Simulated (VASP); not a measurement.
# Al2InN3 (Cmc2_1) in VASP: further runs

Al2InN3 is run at these levels: PBE; tasks: single point.

Everything below comes from runs of VASP 6.6.1. Logs are shortened: lines on timing, memory, paths and dates and some standing lists are left out, and cuts for length are marked.

### Step 1. The cell of the first run

It takes space group Cmc2_1 (No. 36, orthorhombic). The conventional cell has a = 9.395 Å, b = 5.700 Å, c = 5.015 Å, α = 90.00°, β = 90.00°, γ = 90.00°. Within 2.4 Å of Al (site symmetry 1) lie 4 N at 1.83 to 1.91 Å. In (site symmetry m) has 4 N at 2.11 to 2.20 Å within 2.8 Å. Within 2.4 Å of N (site symmetry 1) lie 3 Al at 1.83 to 1.91 Å and 1 In at 2.11 Å. N (site symmetry m) has 2 Al at 1.84 Å and 2 In at 2.11 to 2.20 Å within 2.4 Å.

### Step 2. Single point, PBE (11.19 Å³/atom)

INCAR reads:

```
PREC = Accurate
ENCUT = 520
EDIFF = 1E-7
ISMEAR = 0
SIGMA = 0.05
LREAL = F
LASPH = T
NELM = 100
ALGO = Normal
ISIF = 2
LWAVE = F
LCHARG = F
GGA = PE
NBANDS = 46
```

KPOINTS reads:

```
regular mesh
0
Gamma
  6 6 6
```

POSCAR reads:

```
Al2InN3
1.0
    4.6973646871     -2.8497938832      0.0000000000
    4.6973646871      2.8497938832      0.0000000000
    0.0000000000      0.0000000000      5.0150445538
Al In N
4 2 6
Direct
    0.0084427086      0.3348641725      0.9917411822
    0.6651358275      0.9915572914      0.9917411822
    0.9915572914      0.6651358275      0.4917411822
    0.3348641725      0.0084427086      0.4917411822
    0.3220722962      0.6779277038      0.9869930315
    0.6779277038      0.3220722962      0.4869930315
    0.0367610679      0.3336262977      0.3556963910
    0.6663737023      0.9632389321      0.3556963910
    0.9632389321      0.6663737023      0.8556963910
    0.3336262977      0.0367610679      0.8556963910
    0.2982358752      0.7017641248      0.4061317922
    0.7017641248      0.2982358752      0.9061317922
```

Potentials or basis: VASP PAW PBE potentials, release 64 (Al, In_d, N).

Run with:

```
cat potpaw_PBE.64/Al/POTCAR potpaw_PBE.64/In_d/POTCAR potpaw_PBE.64/N/POTCAR > POTCAR
mpirun -np 1 vasp_std > vasp.out
```

OUTCAR:

```text
PREC = Accurate
   ENCUT = 520
   EDIFF = 1E-7
   ISMEAR = 0
   LREAL = F
   LASPH = T
   NELM = 100
   ISIF = 2
   GGA = PE

 ion  position               nearest neighbor table
   1  0.008  0.335  0.992-   7 1.83  12 1.84   9 1.85  10 1.91   3 3.07   3 3.07   5 3.09   6 3.10
                             4 3.12   4 3.12   6 3.13   5 3.20   2 3.21   2 3.21   2 3.23   5 3.35
   2  0.665  0.992  0.992-   8 1.83  12 1.84  10 1.85   9 1.91   4 3.07   4 3.07   5 3.09   6 3.10
                             3 3.12   3 3.12   6 3.13   5 3.20   1 3.21   1 3.21   1 3.23   5 3.35
   3  0.992  0.665  0.492-   9 1.83  11 1.84   7 1.85   8 1.91   1 3.07   1 3.07   6 3.09   5 3.10
                             2 3.12   2 3.12   5 3.13   6 3.20   4 3.21   4 3.21   4 3.23   6 3.35
   4  0.335  0.008  0.492-  10 1.83  11 1.84   8 1.85   7 1.91   2 3.07   2 3.07   6 3.09   5 3.10
                             1 3.12   1 3.12   5 3.13   6 3.20   3 3.21   3 3.21   3 3.23   6 3.35
   5  0.322  0.678  0.987-  11 2.11  10 2.11   9 2.11  12 2.20   1 3.09   2 3.09   3 3.10   4 3.10
                             3 3.13   4 3.13   1 3.20   2 3.20   6 3.23   6 3.23   2 3.35   1 3.35
   6  0.678  0.322  0.487-  12 2.11   8 2.11   7 2.11  11 2.20   3 3.09   4 3.09   1 3.10   2 3.10
                             1 3.13   2 3.13   4 3.20   3 3.20   5 3.23   5 3.23   4 3.35   3 3.35
   7  0.037  0.334  0.356-   1 1.83   3 1.85   4 1.91   6 2.11
   8  0.666  0.963  0.356-   2 1.83   4 1.85   3 1.91   6 2.11
   9  0.963  0.666  0.856-   3 1.83   1 1.85   2 1.91   5 2.11
  10  0.334  0.037  0.856-   4 1.83   2 1.85   1 1.91   5 2.11
  11  0.298  0.702  0.406-   3 1.84   4 1.84   5 2.11   6 2.20
  12  0.702  0.298  0.906-   1 1.84   2 1.84   6 2.11   5 2.20

  LATTYP: Found a base centered orthorhombic cell.
 ALAT       =     5.6995877664
 B/A-ratio  =     1.6483173449
 C/A-ratio  =     0.8798960134

  Lattice vectors:

 A1 = (  -4.6973646871,  -2.8497938832,   0.0000000000)
 A2 = (   4.6973646871,  -2.8497938832,   0.0000000000)
 A3 = (   0.0000000000,   0.0000000000,   5.0150445538)

Analysis of symmetry for initial positions (statically):
=====================================================================
 Subroutine PRICEL returns:
 Original cell was already a primitive cell.

 Routine SETGRP: Setting up the symmetry group for a
 base centered orthorhombic supercell.

 Subroutine GETGRP returns: Found  4 space group operations
 (whereof  2 operations were pure point group operations)
 out of a pool of  8 trial point group operations.

The static configuration has the point symmetry C_1h.
 The point group associated with its full space group is C_2v.

Analysis of symmetry for dynamics (positions and initial velocities):
=====================================================================
 Subroutine PRICEL returns:
 Original cell was already a primitive cell.

 Routine SETGRP: Setting up the symmetry group for a
 base centered orthorhombic supercell.

 Subroutine GETGRP returns: Found  4 space group operations
 (whereof  2 operations were pure point group operations)
 out of a pool of  8 trial point group operations.

The dynamic configuration has the point symmetry C_1h.
 The point group associated with its full space group is C_2v.

 Subroutine INISYM returns: Found  4 space group operations
 (whereof  2 operations are pure point group operations),
 and found     1 'primitive' translations

----------------------------------------------------------------------------------------

                                     Primitive cell

  volume of cell :     134.2680

  direct lattice vectors                    reciprocal lattice vectors
     4.697364687 -2.849793883  0.000000000     0.106442662 -0.175451285  0.000000000
     4.697364687  2.849793883  0.000000000     0.106442662  0.175451285  0.000000000
     0.000000000  0.000000000  5.015044554     0.000000000  0.000000000  0.199400023

  length of vectors
     5.494229717  5.494229717  5.015044554     0.205214994  0.205214994  0.199400023

  position of ions in fractional coordinates (direct lattice)
     0.008442709  0.334864172  0.991741182
     0.665135828  0.991557291  0.991741182
     0.991557291  0.665135828  0.491741182
     0.334864172  0.008442709  0.491741182
     0.322072296  0.677927704  0.986993031
[... 24 lines left out ...]

 KPOINTS: regular mesh

Automatic generation of k-mesh.
 Grid dimensions read from file:
 generate k-points for:    6    6    6

 Generating k-lattice:

  Cartesian coordinates                     Fractional coordinates (reciprocal lattice)
     0.017740444 -0.029241881  0.000000000     0.166666667  0.000000000  0.000000000
     0.017740444  0.029241881  0.000000000     0.000000000  0.166666667  0.000000000
     0.000000000  0.000000000  0.033233337     0.000000000  0.000000000  0.166666667

  Length of vectors
     0.034202499  0.034202499  0.033233337

  Shift w.r.t. Gamma in fractional coordinates (k-lattice)
     0.000000000  0.000000000  0.000000000

 Subroutine IBZKPT returns following result:
 ===========================================

 Found     52 irreducible k-points:

 Following reciprocal coordinates:
            Coordinates               Weight
  0.000000  0.000000  0.000000      1.000000
  0.166667  0.000000  0.000000      4.000000
  0.333333 -0.000000  0.000000      4.000000
  0.500000 -0.000000  0.000000      2.000000
  0.166667  0.166667  0.000000      2.000000
  0.333333  0.166667  0.000000      4.000000
[... 16 lines left out ...]
  0.333333  0.333333  0.166667      4.000000
  0.500000  0.333333  0.166667      8.000000
 [... further k-points ...]
   k-points           NKPTS =     52   k-points in BZ     NKDIM =     52   number of bands    NBANDS=     46
   number of dos      NEDOS =    301   number of ions     NIONS =     12
   total plane-waves  NPLWV =  70560
   dimension x,y,z NGX =    42 NGY =   42 NGZ =   40
   dimension x,y,z NGXF=    84 NGYF=   84 NGZF=   80
   ions per type =               4   2   6
   NGX,Y,Z   is equivalent  to a cutoff of  12.71, 12.71, 13.26 a.u.
   NGXF,Y,Z  is equivalent  to a cutoff of  25.42, 25.42, 26.52 a.u.
 SYSTEM =  unknown system
   PREC   = accura    normal or accurate (medium, high low for compatibility)
   ISTART =      0    job   : 0-new  1-cont  2-samecut
   ICHARG =      2    charge: 1-file 2-atom 10-const
   ISPIN  =      1    spin polarized calculation?
   LNONCOLLINEAR =      F non collinear calculations
   LSORBIT =      F    spin-orbit coupling
   LASPH  =      T    aspherical Exc in radial PAW
   ENCUT  =  520.0 eV  38.22 Ry    6.18 a.u.  10.22 10.22  9.32*2*pi/ulx,y,z
   NELM   =    100;   NELMIN=  2; NELMDL= -5     # of ELM steps
   EDIFF  = 0.1E-06   stopping-criterion for ELM
   LREAL  =      F    real-space projection
   EDIFFG = 0.1E-05   stopping-criterion for IOM
   NSW    =      0    number of steps for IOM
   IBRION =     -1    ionic relax: 0-MD 1-quasi-New 2-CG
   NFREE  =      0    steps in history (QN), initial steepest desc. (CG)
   ISIF   =      2    stress and relaxation
   ISYM   =      2    0-nonsym 1-usesym 2-fastsym
   POTIM  = 0.5000    time-step for ionic-motion
   TEBEG  =    0.0;   TEEND  =   0.0 temperature during run
   PSTRESS=    0.0 pullay stress
   NELECT =      68.0000    total number of electrons
   NUPDOWN=      -1.0000    fix difference up-down
   EMIN   =  10.00;   EMAX   =-10.00  energy-range for DOS
   EFERMI =   0.00;   METHOD = LEGACY
   ISMEAR =     0;   SIGMA  =   0.05  broadening in eV -4-tet -1-fermi 0-gaus
   EFERMI_NEDOS =   21; number of points for ismear=-14 and -15
   IALGO  =     38    algorithm
   IMIX   =      4    mixing-type and parameters
     AMIX     =   0.40;   BMIX     =  1.00
     AMIX_MAG =   1.60;   BMIX_MAG =  1.00
  volume/ion in A,a.u.               =      11.19        75.51
  Fermi-wavevector in a.u.,A,eV,Ry     =   1.304929  2.465959 23.168549  1.702840
  Thomas-Fermi vector in A             =   2.435832
   LORBIT       =      0    0 simple, 1 ext, 2 COOP (PROOUT), +10 PAW based schemes
   GGA     = PE    functional components
   LHFCALC =     F    Hartree Fock is set to
   AEXX    =    0.0000 exact exchange contribution
   IVDW    =     0    specifies the selected vdW correction
   LEPSILON=     F    determine dielectric tensor
   LRPA    =     F    only Hartree local field effects (RPA)
 non-spin polarized calculation
 Gauss-broadening in eV      SIGMA  =   0.05
  energy-cutoff  :      520.00
  volume of cell :      134.27
 maximum number of plane-waves:      3648
 NGX is ok and might be reduce to    42
   NGX = 21   NGY = 21   NGZ = 19

 number of electron      68.0000011 magnetization

 Free energy of the ion-electron system (eV)
  ---------------------------------------------------
  ext. energy  EPLUGINS =         0.00000000
  ---------------------------------------------------
  free energy    TOTEN  =       -79.98559913 eV

  energy without entropy =      -79.98559913  energy(sigma->0) =      -79.98559913

 E-fermi :   7.2831     XC(G=0): -11.2460

 val. band max:        7.0213222749   @ k =   0.0000   0.0000   0.0000
 cond. band min:       9.5894027375   @ k =   0.0000   0.0000   0.0000
 fundamental gap:      2.5680804626
 Fermi energy:         7.2830765740

 k-point     1 :       0.0000    0.0000    0.0000
  band No.  band energies     occupation
      1      -8.2448      2.00000
      2      -7.4705      2.00000
      3      -7.1142      2.00000
      4      -6.9480      2.00000
      5      -6.9192      2.00000
      6      -6.6696      2.00000
[... 1165 lines left out ...]
     45      16.5084      0.00000
     46      16.8224      0.00000

 [... further k-points ...]
[... 5 lines left out ...]
  --------------------------------------------------------------------------------------
  -------------------------------------------------------------------------------------
  Total       19.0276695      4.1348880     20.0034059      0.0000000      0.0000000      0.0000000
  in kB      227.0511274     49.3403027    238.6942796      0.0000000      0.0000000      0.0000000
  external PRESSURE =     171.6952366 kB  Pullay stress =       0.0000000 kB

 VOLUME and BASIS-vectors are now :
 -----------------------------------------------------------------------------
  energy-cutoff  :      520.00
  volume of cell :      134.27
      direct lattice vectors                 reciprocal lattice vectors
     4.697364687 -2.849793883  0.000000000     0.106442662 -0.175451285  0.000000000
     4.697364687  2.849793883  0.000000000     0.106442662  0.175451285  0.000000000
     0.000000000  0.000000000  5.015044554     0.000000000  0.000000000  0.199400023

 POSITION                                       TOTAL-FORCE (eV/Angst)
 -----------------------------------------------------------------------------------
      1.61264      0.93023      4.97363         0.129672     -0.475800     -0.447612
      7.78209      0.93023      4.97363        -0.129672     -0.475800     -0.447612
      7.78209     -0.93023      2.46610        -0.129672      0.475800     -0.447612
      1.61264     -0.93023      2.46610         0.129672      0.475800     -0.447612
      4.69736      1.01411      4.94981        -0.000000     -0.612715     -0.371384
      4.69736     -1.01411      2.44229        -0.000000      0.612715     -0.371384
      1.73984      0.84600      1.78383         0.151840     -0.626582      0.465395
      7.65488      0.84600      1.78383        -0.151840     -0.626582      0.465395
      7.65488     -0.84600      4.29136        -0.151840      0.626582      0.465395
      1.73984     -0.84600      4.29136         0.151840      0.626582      0.465395
      4.69736      1.14997      2.03677        -0.000000     -0.551136      0.335818
      4.69736     -1.14997      4.54429        -0.000000      0.551136      0.335818
 -----------------------------------------------------------------------------------
    total drift:                               -0.000000     -0.000000     -0.000123

  FREE ENERGIE OF THE ION-ELECTRON SYSTEM (eV)
  ---------------------------------------------------
  free  energy   TOTEN  =       -79.9855991286 eV

  energy  without entropy=      -79.9855991286  energy(sigma->0) =      -79.98559913
```

Wall time 8.3 min (1 thread of Oxide Virtual Turin-like, shared host); peak memory 0.38 GiB.

What came out:

```
Free energy            : -79.9856 eV
Pressure               : 17.2 GPa
Largest force          : 0.795 eV/Å
Band gap on the k mesh : 2.57 eV
```

Forces in eV/Å, atoms in the order of the input:
```
Al   0.130 -0.476 -0.448
Al  -0.130 -0.476 -0.448
Al  -0.130  0.476 -0.448
Al   0.130  0.476 -0.448
In   0.000 -0.613 -0.371
In   0.000  0.613 -0.371
N    0.152 -0.627  0.465
N   -0.152 -0.627  0.465
N   -0.152  0.627  0.465
N    0.152  0.627  0.465
N    0.000 -0.551  0.336
N    0.000  0.551  0.336
```

Caveat: the stress differs along the axes, from 5 to 24 GPa; spin-orbit coupling is left out, which moves the levels of the heavy elements. A k mesh can miss the band edges.

### Step 3. Single point, PBE (11.19 Å³/atom)

INCAR reads:

```
SYSTEM = Al2InN3
  ALGO = Normal
  EDIFF = 1E-6
  ENCUT = 520
  GGA = PE
  ISIF = 2
  ISMEAR = 0
  LASPH = .True.
  LCHARG = .False.
  LREAL = .False.
  LWAVE = .False.
  NBANDS = 46
  NELM = 80
  PREC = Accurate
  SIGMA = 0.05
```

KPOINTS reads:

```
k-points
0
Gamma
  6 6 6
  0 0 0
```

Changes to POSCAR since step 2:

```diff
@@ -2,5 +2,5 @@
 1.0
-    4.6973646871     -2.8497938832      0.0000000000
-    4.6973646871      2.8497938832      0.0000000000
-    0.0000000000      0.0000000000      5.0150445538
+    4.8676789933     -2.6538608432      0.0000000000
+    4.8676789933      2.6538608432      0.0000000000
+    0.0000000000      0.0000000000      5.1968771111
 Al In N
```

Potentials or basis: VASP PAW PBE potentials, release 64 (Al, In_d, N).

Run with:

```
cat potpaw_PBE.64/Al/POTCAR potpaw_PBE.64/In_d/POTCAR potpaw_PBE.64/N/POTCAR > POTCAR
mpirun -np 1 vasp_std > vasp.out
```

It took 6.7 min on 1 thread of Oxide Virtual Turin-like, shared host; peak memory 0.37 GiB.

Results (log left out):

* Free energy: -79.9659 eV
* Pressure: 17.3 GPa
* Largest force: 0.951 eV/Å
* Band gap on the k mesh: 2.53 eV

Forces on the atoms (eV/Å):
```
Al  -0.087  0.631  0.459
Al   0.087  0.631  0.459
Al   0.087 -0.631  0.459
Al  -0.087 -0.631  0.459
In   0.000  0.912  0.267
In   0.000 -0.912  0.267
N   -0.047  0.707 -0.533
N    0.047  0.707 -0.533
N    0.047 -0.707 -0.533
N   -0.047 -0.707 -0.533
N    0.000  0.839 -0.119
N    0.000 -0.839 -0.119
```

Stress tensor (GPa, compression positive):
```
11.83  0.00  0.00
 0.00 30.58  0.00
 0.00  0.00  9.50
```

Levels at points of the mesh, in eV from the valence-band top:
```csv
k point,band 30,band 31,band 32,band 33,band 34,band 35,band 36,band 37,band 38,band 39
"(0.00, 0.00, 0.00)",-0.71,-0.46,-0.19,-0.14,0.00,2.53,4.87,5.06,5.75,7.90
"(0.50, 0.00, 0.00)",-0.95,-0.82,-0.71,-0.66,-0.23,4.66,4.95,5.80,6.37,6.99
"(0.50, 0.50, 0.00)",-1.09,-0.88,-0.62,-0.61,-0.48,4.19,5.02,5.83,6.11,6.29
"(0.00, 0.00, 0.50)",-0.52,-0.48,-0.48,-0.12,-0.12,4.69,4.69,6.96,6.96,6.98
"(0.50, 0.00, 0.50)",-1.39,-0.92,-0.92,-0.65,-0.65,4.73,4.73,5.70,5.70,6.28
"(0.50, 0.50, 0.50)",-1.30,-1.01,-1.01,-0.82,-0.82,4.71,4.71,5.82,5.82,6.19
```

Caveat: the stress differs along the axes, from 10 to 31 GPa; spin-orbit coupling is left out, which moves the levels of the heavy elements. A k mesh can miss the band edges.
